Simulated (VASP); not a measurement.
Input of a VASP 6.6.1 run:

Contents of INCAR:

```
ALGO     = Normal         # electronic algorithm
EDIFF    = 1E-7           # SCF threshold, eV
EDIFFG   = -0.04          # ionic threshold
ENCUT    = 600            # plane-wave cutoff, eV
GGA      = PE             # functional
GGA_COMPAT= False        
IBRION   = 2              # ionic algorithm
ISIF     = 3              # what is computed and relaxed
ISMEAR   = 0              # smearing method
LASPH    = True           # aspherical terms in the spheres
LCHARG   = False          # write CHGCAR
LREAL    = False          # projectors in reciprocal space
LWAVE    = False          # write WAVECAR
NELM     = 120            # most SCF steps
NELMIN   = 4            
NSW      = 90             # ionic steps
PREC     = Accurate       # precision mode
SIGMA    = 0.1            # smearing width, eV
```

KPOINTS

```
k-points
0
Gamma
  4 4 4
```

POSCAR

```
Be2I
1.0
    3.9600084200      0.0000000000      0.0000000000
    0.0000000000      3.9600084200      0.0000000000
    0.0000000000      0.0000000000      5.6002976100
Be I
2 1
Direct
    0.5000000000      0.0000000000      0.7500000000
    0.0000000000      0.5000000000      0.2500000000
    0.0000000000      0.0000000000      0.0000000000
```

Potentials or basis: VASP PAW PBE potentials, release 64 (Be, I).

Command:

```console
$ cat potpaw_PBE.64/Be/POTCAR potpaw_PBE.64/I/POTCAR > POTCAR
$ mpirun -np 1 vasp_std > vasp.out
```

Question: What does it give for the relaxed cell?

Answer: a = 3.472 Å, b = 3.472 Å, c = 4.606 Å, α = 90.00°, β = 90.00°, γ = 90.00°.

Question: Predict the relaxed volume.

Answer: 18.51 Å³/atom.

Question: What does it give for the space group after relaxing (to 0.1 Å)?

Answer: P-4m2 (No. 115).

Stress tensor (GPa, compression positive):
```
-0.14  0.00  0.00
 0.00 -0.14  0.00
 0.00  0.00  0.26
```

Caveat: the k points lie up to 0.45 Å⁻¹ apart in the final cell, too coarse for converged energies and pressures of a metal; the cell differs from its parent crystal (atoms taken out); the volume moved by over 15 % at a fixed basis, so the end points are rough; an odd number of electrons without spin polarisation forces a metal; a magnetic or distorted state may lie lower.
